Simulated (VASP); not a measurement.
# HfB3 (P4/mmm) in VASP: a series of runs

Runs on HfB3. Level: PBE. Tasks: single point.

Program: VASP 6.6.1. These are calculated values, not measurements. Logs are shortened: lines on timing, memory, paths and dates and some standing lists are left out, and cuts for length are marked.

## 1. The cell of the first run

It takes space group P4/mmm (No. 123, tetragonal). The conventional cell has a = 2.785 Å, b = 2.785 Å, c = 5.025 Å, α = 90.00°, β = 90.00°, γ = 90.00°. Within 3.3 Å of Hf (site symmetry 4/mmm) lie 10 B at 2.51 to 2.60 Å and 4 Hf at 2.78 Å. Within 2.8 Å of B (site symmetry 4/mmm) lie 12 B at 2.13 to 2.78 Å and 2 Hf at 2.51 Å. B (site symmetry 4mm) has 5 B at 1.63 to 2.13 Å within 2.2 Å.

## 2. Single point, PBE

INCAR

```
  ALGO = Normal
  EDIFF = 1E-7
  ENCUT = 520
  GGA = PE
  ISIF = 2
  ISMEAR = 0
  LASPH = T
  LCHARG = T
  LELF = T
  LREAL = F
  LVHAR = T
  LWAVE = F
  NBANDS = 29
  NELM = 80
  PREC = Accurate
  SIGMA = 0.2
```

KPOINTS

```
k-points
0
Gamma
  8 4 4
```

POSCAR

```
HfB3
1.0
    0.0000000000      2.7845031801      0.0000000000
    0.0000000000      0.0000000000      5.0252671394
    5.5690063601      0.0000000000      0.0000000000
Hf B
2 6
Direct
    0.0000000000      0.0000000000      0.0000000000
    0.0000000000      0.0000000000      0.5000000000
    0.0000000000      0.5000000000      0.5000000000
    0.0000000000      0.5000000000      0.0000000000
    0.5000000000      0.6622408879      0.2500000000
    0.5000000000      0.6622408879      0.7500000000
    0.5000000000      0.3377591121      0.2500000000
    0.5000000000      0.3377591121      0.7500000000
```

Potentials or basis: VASP PAW PBE potentials, release 64 (Hf_pv, B).

Launch:

```console
> cat potpaw_PBE.64/Hf_pv/POTCAR potpaw_PBE.64/B/POTCAR > POTCAR
> mpirun -np 1 vasp_std > vasp.out
```

OUTCAR:

```text
EDIFF = 1E-7
   ENCUT = 520
   GGA = PE
   ISIF = 2
   ISMEAR = 0
   LASPH = T
   LREAL = F
   NELM = 80
   PREC = Accurate

 ion  position               nearest neighbor table
   1  0.000  0.000  0.000-   4 2.51   4 2.51   6 2.60   7 2.60   8 2.60   5 2.60   5 2.60   6 2.60
                             7 2.60   8 2.60   2 2.78   2 2.78
   2  0.000  0.000  0.500-   3 2.51   3 2.51   6 2.60   7 2.60   8 2.60   5 2.60   5 2.60   6 2.60
                             7 2.60   8 2.60   1 2.78   1 2.78
   3  0.000  0.500  0.500-   5 2.13   6 2.13   7 2.13   8 2.13   5 2.13   6 2.13   7 2.13   8 2.13
                             2 2.51   2 2.51
   4  0.000  0.500  0.000-   5 2.13   6 2.13   7 2.13   8 2.13   5 2.13   6 2.13   7 2.13   8 2.13
                             1 2.51   1 2.51
   5  0.500  0.662  0.250-   7 1.63   4 2.13   3 2.13   3 2.13   4 2.13   1 2.60   2 2.60   2 2.60
                             1 2.60
   6  0.500  0.662  0.750-   8 1.63   4 2.13   3 2.13   3 2.13   4 2.13   1 2.60   2 2.60   2 2.60
                             1 2.60
   7  0.500  0.338  0.250-   5 1.63   4 2.13   3 2.13   3 2.13   4 2.13   1 2.60   2 2.60   2 2.60
                             1 2.60
   8  0.500  0.338  0.750-   6 1.63   4 2.13   3 2.13   3 2.13   4 2.13   1 2.60   2 2.60   2 2.60
                             1 2.60

  LATTYP: Found a simple orthorhombic cell.
 ALAT       =     2.7845031801
 B/A-ratio  =     1.8047266655
 C/A-ratio  =     2.0000000000

  Lattice vectors:

 A1 = (   0.0000000000,   2.7845031801,   0.0000000000)
 A2 = (   0.0000000000,   0.0000000000,   5.0252671394)
 A3 = (   5.5690063601,   0.0000000000,   0.0000000000)

Analysis of symmetry for initial positions (statically):
=====================================================================
 Subroutine PRICEL returns following result:

  LATTYP: Found a simple tetragonal cell.
 ALAT       =     2.7845031801
 C/A-ratio  =     1.8047266655

  Lattice vectors:

 A1 = (   0.0000000000,  -2.7845031801,   0.0000000000)
 A2 = (   2.7845031800,   0.0000000000,   0.0000000000)
 A3 = (   0.0000000000,   0.0000000000,   5.0252671394)

   2 primitive cells build up your supercell.

 Routine SETGRP: Setting up the symmetry group for a
 simple orthorhombic supercell.

 Subroutine GETGRP returns: Found  8 space group operations
 (whereof  8 operations were pure point group operations)
 out of a pool of  8 trial point group operations.

The static configuration has the point symmetry D_2h.

Analysis of symmetry for dynamics (positions and initial velocities):
=====================================================================
 Subroutine PRICEL returns following result:

  LATTYP: Found a simple tetragonal cell.
 ALAT       =     2.7845031801
 C/A-ratio  =     1.8047266655

  Lattice vectors:

 A1 = (   0.0000000000,  -2.7845031801,   0.0000000000)
 A2 = (   2.7845031800,   0.0000000000,   0.0000000000)
 A3 = (   0.0000000000,   0.0000000000,   5.0252671394)

   2 primitive cells build up your supercell.

 Routine SETGRP: Setting up the symmetry group for a
 simple orthorhombic supercell.

 Subroutine GETGRP returns: Found  8 space group operations
 (whereof  8 operations were pure point group operations)
 out of a pool of  8 trial point group operations.

The dynamic configuration has the point symmetry D_2h.

 Subroutine INISYM returns: Found  8 space group operations
 (whereof  8 operations are pure point group operations),
 and found     2 'primitive' translations

----------------------------------------------------------------------------------------

                                     Primitive cell

  volume of cell :      38.9632

  direct lattice vectors                    reciprocal lattice vectors
     0.000000000 -2.784503180  0.000000000     0.000000000 -0.359130493  0.000000000
     2.784503180  0.000000000  0.000000000     0.359130493  0.000000000  0.000000000
     0.000000000  0.000000000  5.025267139     0.000000000  0.000000000  0.198994396

  length of vectors
     2.784503180  2.784503180  5.025267139     0.359130493  0.359130493  0.198994396

  position of ions in fractional coordinates (direct lattice)
     0.000000000  0.000000000  0.000000000
     0.000000000  0.000000000  0.500000000
     0.500000000  0.500000000  0.662240888
     0.500000000  0.500000000  0.337759112

  ion indices of the primitive-cell ions
   primitive index   ion index
                 1           1
                 2           4
                 3           5
                 4           7

----------------------------------------------------------------------------------------

 KPOINTS: k-points

Automatic generation of k-mesh.
 Grid dimensions read from file:
 generate k-points for:    8    4    4

 Generating k-lattice:

  Cartesian coordinates                     Fractional coordinates (reciprocal lattice)
     0.000000000  0.044891312  0.000000000     0.125000000  0.000000000  0.000000000
     0.000000000  0.000000000  0.049748599     0.000000000  0.250000000  0.000000000
     0.044891312  0.000000000  0.000000000     0.000000000  0.000000000  0.250000000

  Length of vectors
     0.044891312  0.049748599  0.044891312

  Shift w.r.t. Gamma in fractional coordinates (k-lattice)
     0.000000000  0.000000000  0.000000000

 Subroutine IBZKPT returns following result:
 ===========================================

 Found     45 irreducible k-points:

 Following reciprocal coordinates:
            Coordinates               Weight
  0.000000  0.000000  0.000000      1.000000
  0.125000  0.000000  0.000000      2.000000
  0.250000  0.000000  0.000000      2.000000
  0.375000  0.000000  0.000000      2.000000
  0.500000  0.000000  0.000000      1.000000
  0.000000  0.250000  0.000000      2.000000
[... 16 lines left out ...]
  0.250000  0.250000  0.250000      8.000000
  0.375000  0.250000  0.250000      8.000000
 [... further k-points ...]
   k-points           NKPTS =     45   k-points in BZ     NKDIM =     45   number of bands    NBANDS=     29
   number of dos      NEDOS =    301   number of ions     NIONS =      8
   total plane-waves  NPLWV =  40320
   dimension x,y,z NGX =    24 NGY =   40 NGZ =   42
   dimension x,y,z NGXF=    48 NGYF=   80 NGZF=   84
   ions per type =               2   6
   NGX,Y,Z   is equivalent  to a cutoff of  14.33, 13.23, 12.54 a.u.
   NGXF,Y,Z  is equivalent  to a cutoff of  28.66, 26.47, 25.08 a.u.
 SYSTEM =  unknown system
   PREC   = accura    normal or accurate (medium, high low for compatibility)
   ISTART =      0    job   : 0-new  1-cont  2-samecut
   ICHARG =      2    charge: 1-file 2-atom 10-const
   ISPIN  =      1    spin polarized calculation?
   LNONCOLLINEAR =      F non collinear calculations
   LSORBIT =      F    spin-orbit coupling
   LASPH  =      T    aspherical Exc in radial PAW
   ENCUT  =  520.0 eV  38.22 Ry    6.18 a.u.   5.18  9.34 10.35*2*pi/ulx,y,z
   NELM   =     80;   NELMIN=  2; NELMDL= -5     # of ELM steps
   EDIFF  = 0.1E-06   stopping-criterion for ELM
   LREAL  =      F    real-space projection
   EDIFFG = 0.1E-05   stopping-criterion for IOM
   NSW    =      0    number of steps for IOM
   IBRION =     -1    ionic relax: 0-MD 1-quasi-New 2-CG
   NFREE  =      0    steps in history (QN), initial steepest desc. (CG)
   ISIF   =      2    stress and relaxation
   ISYM   =      2    0-nonsym 1-usesym 2-fastsym
   POTIM  = 0.5000    time-step for ionic-motion
   TEBEG  =    0.0;   TEEND  =   0.0 temperature during run
   PSTRESS=    0.0 pullay stress
   NELECT =      38.0000    total number of electrons
   NUPDOWN=      -1.0000    fix difference up-down
   EMIN   =  10.00;   EMAX   =-10.00  energy-range for DOS
   EFERMI =   0.00;   METHOD = LEGACY
   ISMEAR =     0;   SIGMA  =   0.20  broadening in eV -4-tet -1-fermi 0-gaus
   EFERMI_NEDOS =   21; number of points for ismear=-14 and -15
   IALGO  =     38    algorithm
   IMIX   =      4    mixing-type and parameters
     AMIX     =   0.40;   BMIX     =  1.00
     AMIX_MAG =   1.60;   BMIX_MAG =  1.00
  volume/ion in A,a.u.               =       9.74        65.73
  Fermi-wavevector in a.u.,A,eV,Ry     =   1.288569  2.435043 22.591267  1.660411
  Thomas-Fermi vector in A             =   2.420515
   LORBIT       =      0    0 simple, 1 ext, 2 COOP (PROOUT), +10 PAW based schemes
   GGA     = PE    functional components
   LHFCALC =     F    Hartree Fock is set to
   AEXX    =    0.0000 exact exchange contribution
   IVDW    =     0    specifies the selected vdW correction
   LEPSILON=     F    determine dielectric tensor
   LRPA    =     F    only Hartree local field effects (RPA)
 non-spin polarized calculation
 Gauss-broadening in eV      SIGMA  =   0.20
  energy-cutoff  :      520.00
  volume of cell :       77.93
 maximum number of plane-waves:      2128
 NGX is ok and might be reduce to    24

 number of electron      37.9999996 magnetization

 Free energy of the ion-electron system (eV)
  ---------------------------------------------------
  ext. energy  EPLUGINS =         0.00000000
  ---------------------------------------------------
  free energy    TOTEN  =       -56.58502737 eV

  energy without entropy =      -56.52749275  energy(sigma->0) =      -56.55626006

 E-fermi :   6.5517     XC(G=0): -12.2769

 val. band max:        6.5498853671   @ k =   0.5000   0.2500   0.0000
 cond. band min:       6.5879839600   @ k =   0.2500   0.2500   0.2500
 fundamental gap:      0.0380985929
 Fermi energy:         6.5517199905

 k-point     1 :       0.0000    0.0000    0.0000
  band No.  band energies     occupation
      1     -24.0590      2.00000
      2     -23.3773      2.00000
      3     -23.1750      2.00000
      4     -22.6465      2.00000
      5     -22.6465      2.00000
      6     -22.5121      2.00000
[... 21 lines left out ...]
     28      12.5662      0.00000
     29      13.1666      0.00000

 k-point     2 :       0.1250    0.0000    0.0000
  band No.  band energies     occupation
      1     -24.0272      2.00000
      2     -23.3483      2.00000
      3     -23.1493      2.00000
      4     -22.8725      2.00000
      5     -22.7222      2.00000
      6     -22.6271      2.00000
[... 21 lines left out ...]
     28      12.1421      0.00000
     29      12.9256      0.00000

 k-point     3 :       0.2500    0.0000    0.0000
  band No.  band energies     occupation
      1     -23.9495      2.00000
      2     -23.3886      2.00000
      3     -23.2773      2.00000
      4     -23.2048      2.00000
      5     -23.0868      2.00000
      6     -22.5798      2.00000
[... 21 lines left out ...]
     28      12.7340      0.00000
     29      13.3681      0.00000

 k-point     4 :       0.3750    0.0000    0.0000
  band No.  band energies     occupation
      1     -23.8702      2.00000
      2     -23.8690      2.00000
      3     -23.6573      2.00000
      4     -23.2052      2.00000
      5     -23.0234      2.00000
      6     -22.5320      2.00000
[... 21 lines left out ...]
     28      13.2357      0.00000
     29      13.3239      0.00000

 k-point     5 :       0.5000    0.0000    0.0000
  band No.  band energies     occupation
      1     -24.0590      2.00000
      2     -23.8370      2.00000
      3     -23.8370      2.00000
      4     -23.1750      2.00000
      5     -22.9968      2.00000
      6     -22.5121      2.00000
[... 21 lines left out ...]
     28      13.5949      0.00000
     29      13.6763      0.00000
[... 510 lines left out ...]
     28      12.9593      0.00000
     29      13.1711      0.00000

 k-point    22 :       0.1250    0.2500    0.2500
  band No.  band energies     occupation
      1     -23.8384      2.00000
      2     -23.3228      2.00000
      3     -23.1808      2.00000
      4     -22.8665      2.00000
      5     -22.8347      2.00000
      6     -22.7441      2.00000
[... 21 lines left out ...]
     28      13.0304      0.00000
     29      13.6970      0.00000

 k-point    23 :       0.2500    0.2500    0.2500
  band No.  band energies     occupation
      1     -23.7648      2.00000
      2     -23.3626      2.00000
      3     -23.2524      2.00000
      4     -23.2311      2.00000
      5     -23.1166      2.00000
      6     -22.7969      2.00000
[... 21 lines left out ...]
     28      13.0059      0.00000
     29      13.7000      0.00000

 k-point    24 :       0.3750    0.2500    0.2500
  band No.  band energies     occupation
      1     -23.8384      2.00000
      2     -23.7022      2.00000
      3     -23.6749      2.00000
      4     -23.1808      2.00000
      5     -23.0513      2.00000
      6     -22.7441      2.00000
[... 21 lines left out ...]
     28      13.0304      0.00000
     29      13.7009      0.00000

 [... further k-points ...]
[... 5 lines left out ...]
  --------------------------------------------------------------------------------------
  -------------------------------------------------------------------------------------
  Total       -0.4116706     -0.4118147      0.5001155      0.0000000      0.0000000      0.0000000
  in kB       -8.4640031     -8.4669668     10.2824438      0.0000000      0.0000000      0.0000000
  external PRESSURE =      -2.2161754 kB  Pullay stress =       0.0000000 kB

 VOLUME and BASIS-vectors are now :
 -----------------------------------------------------------------------------
  energy-cutoff  :      520.00
  volume of cell :       77.93
      direct lattice vectors                 reciprocal lattice vectors
     0.000000000  2.784503180  0.000000000     0.000000000  0.359130493  0.000000000
     0.000000000  0.000000000  5.025267139     0.000000000  0.000000000  0.198994396
     5.569006360  0.000000000  0.000000000     0.179565247  0.000000000  0.000000000

 POSITION                                       TOTAL-FORCE (eV/Angst)
 -----------------------------------------------------------------------------------
      0.00000      0.00000      0.00000         0.000000      0.000000      0.000000
      2.78450      0.00000      0.00000         0.000000      0.000000      0.000000
      2.78450      0.00000      2.51263         0.000000     -0.000000     -0.000000
      0.00000      0.00000      2.51263         0.000000     -0.000000     -0.000000
      1.39225      1.39225      3.32794        -0.000000      0.000000      0.059677
      4.17675      1.39225      3.32794         0.000000      0.000000      0.059677
      1.39225      1.39225      1.69733         0.000000     -0.000000     -0.059677
      4.17675      1.39225      1.69733         0.000000     -0.000000     -0.059677
 -----------------------------------------------------------------------------------
    total drift:                                0.000000      0.000000     -0.000000

  FREE ENERGIE OF THE ION-ELECTRON SYSTEM (eV)
  ---------------------------------------------------
  free  energy   TOTEN  =       -56.5850273655 eV

  energy  without entropy=      -56.5274927540  energy(sigma->0) =      -56.55626006
```

Run time: 3.1 min. Hardware: 1 thread of AMD EPYC 7R43 (Zen 3), shared host; peak memory 0.2 GiB.

Results:

| Item | Value |
| --- | --- |
| Free energy | -56.5850 eV |
| Pressure | -0.2 GPa |
| Largest force | 0.060 eV/Å |
| Band gap on the k mesh | zero (band 19 reaches 7.52 eV, above the bottom of band 20 at 5.74 eV) |

Forces on the atoms (eV/Å):
```
Hf   0.000  0.000  0.000
Hf   0.000  0.000  0.000
B    0.000  0.000  0.000
B    0.000  0.000  0.000
B    0.000  0.000  0.060
B    0.000  0.000  0.060
B    0.000  0.000 -0.060
B    0.000  0.000 -0.060
```

Stress tensor (GPa, compression positive):
```
-0.85  0.00  0.00
 0.00 -0.85  0.00
 0.00  0.00  1.03
```

Caveat: spin-orbit coupling is left out, which moves the levels of the heavy elements.

## 3. Single point, PBE

This run uses another cell than the first one: it holds 4 atoms, not 8.

INCAR

```
  PREC = Accurate
  ENCUT = 520
  EDIFF = 1E-6
  ISMEAR = 0
  SIGMA = 0.1
  LREAL = False
  LASPH = True
  NELM = 100
  ALGO = Normal
  ISIF = 2
  LWAVE = False
  LCHARG = True
  GGA = PE
  LELF = True
  LVHAR = True
  NBANDS = 18
```

KPOINTS

```
Automatic mesh
0
Gamma
  16 16 10
```

POSCAR

```
HfB3
1.0
    2.7845031801      0.0000000000      0.0000000000
    0.0000000000      2.7845031801      0.0000000000
    0.0000000000      0.0000000000      5.0252671394
Hf B
1 3
Direct
    0.0000000000      0.0000000000      0.0000000000
    0.0000000000      0.0000000000      0.5000000000
    0.5000000000      0.5000000000      0.6622408879
    0.5000000000      0.5000000000      0.3377591121
```

Potentials or basis: VASP PAW PBE potentials, release 64 (Hf_pv, B).

Launch:

```console
> cat potpaw_PBE.64/Hf_pv/POTCAR potpaw_PBE.64/B/POTCAR > POTCAR
> mpirun -np 1 vasp_std > vasp.out
```

Run time: 5.4 min. Hardware: 1 thread of AMD EPYC 7R43 (Zen 3), shared host; peak memory 0.27 GiB.

Results (log left out):

```
Free energy   : -28.2712 eV
Pressure      : -0.2 GPa
Largest force : 0.021 eV/Å
```

Forces on the atoms (eV/Å):
```
Hf   0.000  0.000  0.000
B    0.000  0.000  0.000
B    0.000  0.000  0.021
B    0.000  0.000 -0.021
```

Stress tensor (GPa, compression positive):
```
-0.40  0.00  0.00
 0.00 -0.40  0.00
 0.00  0.00  0.33
```

Levels at points of the mesh, in eV from the Fermi level:
| k point | band 6 | band 7 | band 8 | band 9 | band 10 | band 11 | band 12 | band 13 |
| --- | --- | --- | --- | --- | --- | --- | --- | --- |
| (0.00, 0.00, 0.00) | -6.59 | -1.45 | -0.84 | -0.84 | 0.04 | 2.79 | 2.79 | 4.25 |
| (0.50, 0.00, 0.00) | -5.77 | -3.08 | -2.23 | -1.50 | 1.35 | 4.07 | 4.85 | 5.33 |
| (0.50, 0.50, 0.00) | -6.37 | -4.64 | -4.54 | -2.66 | -2.66 | -0.87 | 1.25 | 6.97 |
| (0.00, 0.00, 0.50) | -3.12 | -1.61 | -1.41 | -1.34 | -1.34 | 3.83 | 5.67 | 5.67 |
| (0.50, 0.00, 0.50) | -5.46 | -4.43 | -3.19 | -0.90 | 2.52 | 2.69 | 3.18 | 6.73 |
| (0.50, 0.50, 0.50) | -6.70 | -5.74 | -3.50 | -1.52 | 0.27 | 0.27 | 0.82 | 1.90 |

Caveat: spin-orbit coupling is left out, which moves the levels of the heavy elements.
